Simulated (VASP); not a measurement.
A run of VASP 6.6.1 is set up as follows.

The input INCAR:

```
SYSTEM = AlN
PREC = Accurate
ENCUT = 520
EDIFF = 1E-6
ISMEAR = 0
SIGMA = 0.05
LREAL = .FALSE.
LASPH = .TRUE.
NELM = 60
ALGO = Normal
ISIF = 2
LWAVE = .FALSE.
LCHARG = .FALSE.
NBANDS = 16
```

Contents of KPOINTS:

```
regular mesh
0
G
  9 9 6
  0 0 0
```

The input POSCAR:

```
AlN
1.0
    3.3305662437      0.0000000000      0.0000000000
   -1.6652831218      2.8843549760      0.0000000000
    0.0000000000      0.0000000000      4.1691689022
Al N
2 2
Direct
    0.3333333333      0.6666666667      0.7664069085
    0.6666666667      0.3333333333      0.2664069085
    0.3333333333      0.6666666667      0.2183955428
    0.6666666667      0.3333333333      0.7183955428
```

Potentials or basis: VASP PAW LDA potentials, release 64 (Al, N).

Run with:

```bash
$ cat potpaw_LDA.64/Al/POTCAR potpaw_LDA.64/N/POTCAR > POTCAR
$ mpirun -np 1 vasp_std > vasp.out
```

Q: Predict the largest force.

A: 0.751 eV/Å.

Q: Estimate the band gap on the k mesh.

A: 3.43 eV, direct.

Stress tensor (GPa, compression positive):
```
-12.33   0.00   0.00
  0.00 -12.33   0.00
  0.00   0.00   6.94
```

A k mesh can miss the band edges. LDA gaps usually lie below the measured ones, often by a third to a half.
